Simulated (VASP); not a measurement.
MgH2, 6 atoms in the cell. The typed cell holds 6 atoms: a = 6.735 Å, b = 3.367 Å, c = 3.367 Å, α = 60.00°, β = 60.00°, γ = 60.00°. 

```yaml
Program: VASP 6.6.1
Task: single point
Functional: LDA
Potentials_or_basis: VASP PAW LDA potentials, release 64 (Mg, H)
Cutoff: 400 eV
k_mesh: 2 × 2 × 2, shifted
Occupations: fermi-dirac, width 0.1 eV
Spin: no spin polarisation
Dipole_correction: no
Mended: yes
Further_INCAR_settings: ALGO = Normal; EDIFF = 1e-06; NBANDS = 13; ISYM = -1
```

Potentials or basis: VASP PAW LDA potentials, release 64 (Mg, H).

Run with:

```console
$ cat potpaw_LDA.64/Mg/POTCAR potpaw_LDA.64/H/POTCAR > POTCAR
$ mpirun -np 1 vasp_std > vasp.out
```

Hardware: 1 thread of Intel(R) Xeon(R) Platinum 8488C (Sapphire Rapids) (shared host).

Estimate the wall time of this run.

It took 3.1 s on 1 thread of Intel(R) Xeon(R) Platinum 8488C (Sapphire Rapids) (shared host), peak memory 0.14 GiB. Counts: scf iterations 13, k points 4.
